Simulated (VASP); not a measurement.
Here is a VASP 6.6.1 calculation.

Contents of INCAR:

```
SYSTEM = Os
PREC     = Accurate       ! precision mode
ENCUT    = 520            ! plane-wave cutoff, eV
EDIFF    = 1E-6           ! SCF threshold, eV
ISMEAR   = -1             ! smearing method
SIGMA    = 0.1            ! smearing width, eV
LREAL    = .FALSE.        ! projectors in reciprocal space
LASPH    = .TRUE.         ! aspherical terms in the spheres
NELM     = 80             ! most SCF steps
ALGO     = Normal         ! electronic algorithm
ISIF     = 2              ! what is computed and relaxed
LWAVE    = .FALSE.        ! write WAVECAR
LCHARG   = .FALSE.        ! write CHGCAR
GGA      = RP             ! functional
NBANDS   = 19             ! bands
```

KPOINTS

```
Automatic mesh
0
G
  10 10 13
  0 0 0
```

POSCAR

```
Os
1.0
    4.5052312458      0.0000000000      0.0000000000
   -2.2526156229      3.9016447088      0.0000000000
    0.0000000000      0.0000000000      2.8370137986
Os
3
Direct
    1.0000000000      1.0000000000      1.0000000000
    0.3333333333      0.6666666667      0.5000000000
    0.6666666667      0.3333333333      0.5000000000
```

Potentials or basis: VASP PAW PBE potentials, release 64 (Os).

Command:

```console
$ cat potpaw_PBE.64/Os/POTCAR > POTCAR
$ mpirun -np 1 vasp_std > vasp.out
```

Predict the band gap on the k mesh.

zero (bands 12 and 13 overlap by 2.01 eV).

Predict the pressure.

-31.3 GPa.

Stress tensor (GPa, compression positive):
```
-33.12   0.00   0.00
  0.00 -33.12   0.00
  0.00   0.00 -27.79
```

Caveat: the stress differs along the axes, from -33 to -28 GPa; the PAW data sets were made with another functional, which shifts forces and pressure a little; spin-orbit coupling is left out, which moves the levels of the heavy elements.
